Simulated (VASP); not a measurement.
# K2SiB2 (Cmmm) in VASP: further runs

Runs on K2SiB2. Level: PBE. Tasks: relaxation of cell and atoms, single point.

Program: VASP 6.6.1. These are calculated values, not measurements. Logs are shortened: lines on timing, memory, paths and dates and some standing lists are left out, and cuts for length are marked.

## 1. The cell of the first run

The structure is orthorhombic, space group Cmmm (No. 65). Conventional cell: a = 3.040 Å, b = 19.087 Å, c = 4.290 Å, α = 90.00°, β = 90.00°, γ = 90.00°. Within 4.0 Å of K (site symmetry m2m) lie 2 K at 3.04 Å and 6 B at 3.12 to 3.44 Å and 4 Si at 3.65 Å. Si (site symmetry mmm) has 2 Si at 3.04 Å and 8 K at 3.65 Å within 4.0 Å. Within 2.0 Å of B (site symmetry m2m) lie 2 B at 1.52 Å.

The cell was built from a structure type or drawn by symmetry, and may not be a known phase.

## 2. Relaxation of cell and atoms, PBE

The input, INCAR:

```
SYSTEM = K2SiB2
ALGO = Normal
EDIFF = 1E-6
EDIFFG = -0.04
ENCUT = 600
GGA = PE
IBRION = 2
ISIF = 3
ISMEAR = 0
LASPH = .True.
LCHARG = .False.
LREAL = .False.
LWAVE = .False.
NELM = 60
NSW = 90
PREC = Accurate
SIGMA = 0.1
```

The input, KPOINTS:

```
k-points
0
Gamma
  6 6 4
  0 0 0
```

The input, POSCAR:

```
K2SiB2
1.0
    1.5200299254     -9.5436207382      0.0000000000
    1.5200299254      9.5436207382      0.0000000000
    0.0000000000      0.0000000000      4.2895140749
K Si B
2 1 2
Direct
    0.3676633249      0.6323366751      0.5000000000
    0.6323366751      0.3676633249      0.5000000000
    0.0000000000      0.0000000000      0.0000000000
    0.2489029057      0.7510970943      0.0000000000
    0.7510970943      0.2489029057      0.0000000000
```

Potentials or basis: VASP PAW PBE potentials, release 64 (K_sv, Si, B).

Launch:

```
$ cat potpaw_PBE.64/K_sv/POTCAR potpaw_PBE.64/Si/POTCAR potpaw_PBE.64/B/POTCAR > POTCAR
$ mpirun -np 1 vasp_std > vasp.out
```

OUTCAR:

```text
SYSTEM = K2SiB2
   EDIFF = 1E-6
   EDIFFG = -0.04
   ENCUT = 600
   GGA = PE
   IBRION = 2
   ISIF = 3
   ISMEAR = 0
   LASPH = .True.
   LREAL = .False.
   NELM = 60
   NSW = 90
   PREC = Accurate

 ion  position               nearest neighbor table
   1  0.368  0.632  0.500-
   2  0.632  0.368  0.500-
   3  0.000  0.000  0.000-
   4  0.249  0.751  0.000-   5 1.52   5 1.52
   5  0.751  0.249  0.000-   4 1.52   4 1.52

  LATTYP: Found a base centered orthorhombic cell.
 ALAT       =     3.0400598508
 B/A-ratio  =     6.2785742430
 C/A-ratio  =     1.4109965874

  Lattice vectors:

 A1 = (   1.5200299254,  -9.5436207382,   0.0000000000)
 A2 = (   1.5200299254,   9.5436207382,   0.0000000000)
 A3 = (   0.0000000000,   0.0000000000,   4.2895140749)

Analysis of symmetry for initial positions (statically):
=====================================================================
 Subroutine PRICEL returns:
 Original cell was already a primitive cell.

 Routine SETGRP: Setting up the symmetry group for a
 base centered orthorhombic supercell.

 Subroutine GETGRP returns: Found  8 space group operations
 (whereof  8 operations were pure point group operations)
 out of a pool of  8 trial point group operations.

The static configuration has the point symmetry D_2h.

Analysis of symmetry for dynamics (positions and initial velocities):
=====================================================================
 Subroutine PRICEL returns:
 Original cell was already a primitive cell.

 Routine SETGRP: Setting up the symmetry group for a
 base centered orthorhombic supercell.

 Subroutine GETGRP returns: Found  8 space group operations
 (whereof  8 operations were pure point group operations)
 out of a pool of  8 trial point group operations.

The dynamic configuration has the point symmetry D_2h.

 Subroutine INISYM returns: Found  8 space group operations
 (whereof  8 operations are pure point group operations),
 and found     1 'primitive' translations

----------------------------------------------------------------------------------------

                                     Primitive cell

  volume of cell :     124.4524

  direct lattice vectors                    reciprocal lattice vectors
     1.520029925 -9.543620738  0.000000000     0.328940892 -0.052391017  0.000000000
     1.520029925  9.543620738  0.000000000     0.328940892  0.052391017  0.000000000
     0.000000000  0.000000000  4.289514075     0.000000000  0.000000000  0.233126639

  length of vectors
     9.663911618  9.663911618  4.289514075     0.333086970  0.333086970  0.233126639

  position of ions in fractional coordinates (direct lattice)
     0.367663325  0.632336675  0.500000000
     0.632336675  0.367663325  0.500000000
     0.000000000  0.000000000  0.000000000
     0.248902906  0.751097094  0.000000000
     0.751097094  0.248902906  0.000000000

  ion indices of the primitive-cell ions
   primitive index   ion index
                 1           1
                 2           2
                 3           3
                 4           4
                 5           5

----------------------------------------------------------------------------------------

 KPOINTS: k-points

Automatic generation of k-mesh.
 Grid dimensions read from file:
 generate k-points for:    6    6    4

 Generating k-lattice:

  Cartesian coordinates                     Fractional coordinates (reciprocal lattice)
     0.054823482 -0.008731836  0.000000000     0.166666667  0.000000000  0.000000000
     0.054823482  0.008731836  0.000000000     0.000000000  0.166666667  0.000000000
     0.000000000  0.000000000  0.058281660     0.000000000  0.000000000  0.250000000

  Length of vectors
     0.055514495  0.055514495  0.058281660

  Shift w.r.t. Gamma in fractional coordinates (k-lattice)
     0.000000000  0.000000000  0.000000000

 Subroutine IBZKPT returns following result:
 ===========================================

 Found     39 irreducible k-points:

 Following reciprocal coordinates:
            Coordinates               Weight
  0.000000  0.000000  0.000000      1.000000
  0.166667  0.000000  0.000000      4.000000
  0.333333  0.000000  0.000000      4.000000
  0.500000  0.000000  0.000000      2.000000
  0.166667  0.166667  0.000000      2.000000
  0.333333  0.166667  0.000000      4.000000
[... 16 lines left out ...]
  0.333333  0.333333  0.250000      4.000000
  0.500000  0.333333  0.250000      8.000000
 [... further k-points ...]
   k-points           NKPTS =     39   k-points in BZ     NKDIM =     39   number of bands    NBANDS=     18
   number of dos      NEDOS =    301   number of ions     NIONS =      5
   total plane-waves  NPLWV = 230400
   dimension x,y,z NGX =    80 NGY =   80 NGZ =   36
   dimension x,y,z NGXF=   160 NGYF=  160 NGZF=   72
   ions per type =               2   1   2
   NGX,Y,Z   is equivalent  to a cutoff of  13.76, 13.76, 13.95 a.u.
   NGXF,Y,Z  is equivalent  to a cutoff of  27.52, 27.52, 27.90 a.u.
 SYSTEM =  K2SiB2
   PREC   = accura    normal or accurate (medium, high low for compatibility)
   ISTART =      0    job   : 0-new  1-cont  2-samecut
   ICHARG =      2    charge: 1-file 2-atom 10-const
   ISPIN  =      1    spin polarized calculation?
   LNONCOLLINEAR =      F non collinear calculations
   LSORBIT =      F    spin-orbit coupling
   LASPH  =      T    aspherical Exc in radial PAW
   ENCUT  =  600.0 eV  44.10 Ry    6.64 a.u.  19.30 19.30  8.57*2*pi/ulx,y,z
   NELM   =     60;   NELMIN=  2; NELMDL= -5     # of ELM steps
   EDIFF  = 0.1E-05   stopping-criterion for ELM
   LREAL  =      F    real-space projection
   EDIFFG = -.4E-01   stopping-criterion for IOM
   NSW    =     90    number of steps for IOM
   IBRION =      2    ionic relax: 0-MD 1-quasi-New 2-CG
   NFREE  =      1    steps in history (QN), initial steepest desc. (CG)
   ISIF   =      3    stress and relaxation
   ISYM   =      2    0-nonsym 1-usesym 2-fastsym
   POTIM  = 0.5000    time-step for ionic-motion
   TEBEG  =    0.0;   TEEND  =   0.0 temperature during run
   PSTRESS=    0.0 pullay stress
   NELECT =      28.0000    total number of electrons
   NUPDOWN=      -1.0000    fix difference up-down
   EMIN   =  10.00;   EMAX   =-10.00  energy-range for DOS
   EFERMI =   0.00;   METHOD = LEGACY
   ISMEAR =     0;   SIGMA  =   0.10  broadening in eV -4-tet -1-fermi 0-gaus
   EFERMI_NEDOS =   21; number of points for ismear=-14 and -15
   IALGO  =     38    algorithm
   IMIX   =      4    mixing-type and parameters
     AMIX     =   0.40;   BMIX     =  1.00
     AMIX_MAG =   1.60;   BMIX_MAG =  1.00
  volume/ion in A,a.u.               =      24.89       167.97
  Fermi-wavevector in a.u.,A,eV,Ry     =   0.995695  1.881591 13.488935  0.991409
  Thomas-Fermi vector in A             =   2.127733
   LORBIT       =      0    0 simple, 1 ext, 2 COOP (PROOUT), +10 PAW based schemes
   GGA     = PE    functional components
   LHFCALC =     F    Hartree Fock is set to
   AEXX    =    0.0000 exact exchange contribution
   IVDW    =     0    specifies the selected vdW correction
   LEPSILON=     F    determine dielectric tensor
   LRPA    =     F    only Hartree local field effects (RPA)
 conjugate gradient relaxation of ions
 non-spin polarized calculation
 Gauss-broadening in eV      SIGMA  =   0.10
  energy-cutoff  :      600.00
  volume of cell :      124.45
 maximum number of plane-waves:      4179
 NGX is ok and might be reduce to    80
   NGX = 39   NGY = 39   NGZ = 17

--------------------------------------- Ionic step        1  -------------------------------------------

 number of electron      28.0000000 magnetization

 Free energy of the ion-electron system (eV)
  ---------------------------------------------------
  ext. energy  EPLUGINS =         0.00000000
  ---------------------------------------------------
  free energy    TOTEN  =       -18.45247887 eV

  energy without entropy =      -18.44368723  energy(sigma->0) =      -18.44808305

------------------------ aborting loop because EDIFF is reached ----------------------------------------

  FORCE on cell =-STRESS in cart. coord.  units (eV):
  Direction    XX          YY          ZZ          XY          YZ          ZX
  --------------------------------------------------------------------------------------
  -------------------------------------------------------------------------------------
  Total        3.2216896     -0.7766661     -0.8715912      0.0000000      0.0000000      0.0000000
  in kB       41.4754280     -9.9986534    -11.2207022      0.0000000      0.0000000      0.0000000
  external PRESSURE =       6.7520242 kB  Pullay stress =       0.0000000 kB

 VOLUME and BASIS-vectors are now :
 -----------------------------------------------------------------------------
  energy-cutoff  :      600.00
  volume of cell :      124.45
      direct lattice vectors                 reciprocal lattice vectors
     1.520029925 -9.543620738  0.000000000     0.328940892 -0.052391017  0.000000000
     1.520029925  9.543620738  0.000000000     0.328940892  0.052391017  0.000000000
     0.000000000  0.000000000  4.289514075     0.000000000  0.000000000  0.233126639
[... 118 lines left out ...]
 POSITION                                       TOTAL-FORCE (eV/Angst)
 -----------------------------------------------------------------------------------
      1.54896      2.50673      2.12117         0.000000      0.028956     -0.000000
      1.54896     -2.50673      2.12117         0.000000     -0.028956      0.000000
      1.54896     -9.45268      0.00000         0.000000     -0.000000      0.000000
      1.54896      4.75121      0.00000         0.000000      0.033901      0.000000
      1.54896     -4.75121      4.24235         0.000000     -0.033901      0.000000
 -----------------------------------------------------------------------------------
    total drift:                               -0.000000      0.000000     -0.000000

  FREE ENERGIE OF THE ION-ELECTRON SYSTEM (eV)
  ---------------------------------------------------
  free  energy   TOTEN  =       -18.4933636821 eV

  energy  without entropy=      -18.4848889654  energy(sigma->0) =      -18.48912632

--------------------------------------- Ionic step        5  -------------------------------------------

 number of electron      28.0000001 magnetization

 Free energy of the ion-electron system (eV)
  ---------------------------------------------------
  ext. energy  EPLUGINS =         0.00000000
  ---------------------------------------------------
  free energy    TOTEN  =       -18.49607111 eV

  energy without entropy =      -18.48749650  energy(sigma->0) =      -18.49178380

 E-fermi :   1.3174     XC(G=0):  -8.1795

 val. band max:        1.2545553725   @ k =   0.3333   0.3333   0.0000
 cond. band min:       1.3458408326   @ k =   0.1667   0.1667   0.5000
 fundamental gap:      0.0912854601
 Fermi energy:         1.3173994032

 k-point     1 :       0.0000    0.0000    0.0000
  band No.  band energies     occupation
      1     -29.4115      2.00000
      2     -29.4094      2.00000
      3     -12.9114      2.00000
      4     -12.8170      2.00000
      5     -12.8048      2.00000
      6     -12.7952      2.00000
[... 10 lines left out ...]
     17       4.5428      0.00000
     18       5.4951      0.00000
[... 463 lines left out ...]
 k-point    24 :       0.5000    0.3333    0.2500
  band No.  band energies     occupation
      1     -29.3646      2.00000
      2     -29.3635      2.00000
      3     -12.8410      2.00000
      4     -12.8247      2.00000
      5     -12.8091      2.00000
      6     -12.7808      2.00000
[... 10 lines left out ...]
     17       5.4917      0.00000
     18       5.7277      0.00000

 [... further k-points ...]

------------------------ aborting loop because EDIFF is reached ----------------------------------------

  FORCE on cell =-STRESS in cart. coord.  units (eV):
  Direction    XX          YY          ZZ          XY          YZ          ZX
  --------------------------------------------------------------------------------------
  -------------------------------------------------------------------------------------
  Total       -0.0167788      0.1050792     -0.0826179      0.0000000      0.0000000      0.0000000
  in kB       -0.2199041      1.3771771     -1.0827969      0.0000000      0.0000000      0.0000000
  external PRESSURE =       0.0248254 kB  Pullay stress =       0.0000000 kB

 VOLUME and BASIS-vectors are now :
 -----------------------------------------------------------------------------
  energy-cutoff  :      600.00
  volume of cell :      122.25
      direct lattice vectors                 reciprocal lattice vectors
     1.546872365 -9.389167371  0.000000000     0.323232874 -0.053252858  0.000000000
     1.546872365  9.389167371  0.000000000     0.323232874  0.053252858  0.000000000
     0.000000000  0.000000000  4.208488160     0.000000000  0.000000000  0.237615020

 POSITION                                       TOTAL-FORCE (eV/Angst)
 -----------------------------------------------------------------------------------
      1.54687      2.49294      2.10424         0.000000      0.006634     -0.000000
      1.54687     -2.49294      2.10424         0.000000     -0.006634     -0.000000
      0.00000      0.00000      0.00000         0.000000      0.000000     -0.000000
      1.54687      4.72225      0.00000         0.000000      0.021726      0.000000
      1.54687     -4.72225      0.00000         0.000000     -0.021726      0.000000
 -----------------------------------------------------------------------------------
    total drift:                               -0.000000     -0.000000      0.000000

  FREE ENERGIE OF THE ION-ELECTRON SYSTEM (eV)
  ---------------------------------------------------
  free  energy   TOTEN  =       -18.4960711095 eV

  energy  without entropy=      -18.4874964996  energy(sigma->0) =      -18.49178380

 reached required accuracy - stopping structural energy minimisation
```

It took 23 min on 1 thread of Oxide Virtual Turin-like, shared host; peak memory 0.55 GiB.

Results:

| Item | Value |
| --- | --- |
| Free energy | -18.4961 eV |
| Relaxed volume | 24.45 Å³/atom |
| Relaxed cell | a = 9.516 Å, b = 9.516 Å, c = 4.208 Å, α = 90.00°, β = 90.00°, γ = 161.29° |
| Space group after relaxing (to 0.1 Å) | Cmmm (No. 65) |
| Energy gained by relaxing | 8.7 meV/atom |
| Ionic steps | 5 |
| Pressure after relaxing | 0.0 GPa |
| Largest force after relaxing | 0.022 eV/Å |
| Band gap on the k mesh | zero (bands 14 and 15 overlap by 2.11 eV) |

Forces on the atoms (eV/Å):
```
K    0.000  0.007  0.000
K    0.000 -0.007  0.000
Si   0.000  0.000  0.000
B    0.000  0.022  0.000
B    0.000 -0.022  0.000
```

The path:
| step | energy change (eV) | largest force (eV/Å) | pressure (GPa) | volume (Å³) |
| --- | --- | --- | --- | --- |
| 1 | 0.0000 | 0.0879 | 0.68 | 124.45 |
| 2 | -0.0257 | 0.0319 | -1.20 | 126.29 |
| 3 | -0.0359 | 0.0432 | -0.58 | 125.65 |
| 4 | -0.0409 | 0.0339 | -0.35 | 124.23 |
| 5 | -0.0436 | 0.0217 | 0.00 | 122.25 |

Final structure:
```
K Si B
1.0
     1.54687   -9.38917    0.00000
     1.54687    9.38917    0.00000
     0.00000    0.00000    4.20849
K Si B
2 1 2
Direct
  0.36724 0.63276 0.50000
  0.63276 0.36724 0.50000
  0.00000 0.00000 0.00000
  0.24853 0.75147 0.00000
  0.75147 0.24853 0.00000
```

Caveat: the k points lie up to 0.37 Å⁻¹ apart in the final cell, too coarse for converged energies and pressures of a metal.

(Continued in part 2 of 2.)
